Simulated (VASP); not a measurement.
Here is a VASP 6.6.1 calculation.

INCAR

```
SYSTEM = InPd
PREC = Accurate
ENCUT = 500
EDIFF = 1E-7
ISMEAR = 1
SIGMA = 0.1
LREAL = .FALSE.
LASPH = .TRUE.
NELM = 120
ALGO = Normal
ISIF = 3
LWAVE = .FALSE.
LCHARG = .FALSE.
GGA = PS
IBRION = 2
NSW = 80
EDIFFG = -0.02
PSTRESS = 200.0
GGA_COMPAT = .FALSE.
NELMIN = 4
```

Contents of KPOINTS:

```
Automatic mesh
0
G
  7 7 7
  0 0 0
```

Contents of POSCAR:

```
InPd
1.0
    0.0000000000      2.6600000000      2.6600000000
    2.6600000000      0.0000000000      2.6600000000
    2.6600000000      2.6600000000      0.0000000000
In Pd
1 1
Direct
    0.0000000000      0.0000000000      0.0000000000
    0.5000000000      0.5000000000      0.5000000000
```

Potentials or basis: VASP PAW PBE potentials, release 64 (In_d, Pd).

The run is started by

```sh
$ cat potpaw_PBE.64/In_d/POTCAR potpaw_PBE.64/Pd/POTCAR > POTCAR
$ mpirun -np 1 vasp_std > vasp.out
```

Q: Estimate the band gap on the k mesh.

A: Zero (an odd number of electrons rules out a gap without spin polarisation).

Q: What does it give for the space group after relaxing (to 0.1 Å)?

A: Fm-3m (No. 225).

Q: Estimate the relaxed volume.

A: 17.09 Å³/atom.

Q: Estimate the relaxed cell.

A: a = 3.643 Å, b = 3.643 Å, c = 3.643 Å, α = 60.00°, β = 60.00°, γ = 60.00°.

Final structure:
```
In Pd
1.0
     0.00000    2.57587    2.57587
     2.57587    0.00000    2.57587
     2.57587    2.57587    0.00000
In Pd
1 1
Direct
  0.00000 0.00000 0.00000
  0.50000 0.50000 0.50000
```

Caveat: the cell is relaxed towards a set pressure, so the run minimises the enthalpy, not the energy; the PAW data sets were made with another functional, which shifts forces and pressure a little; spin-orbit coupling is left out, which moves the levels of the heavy elements.
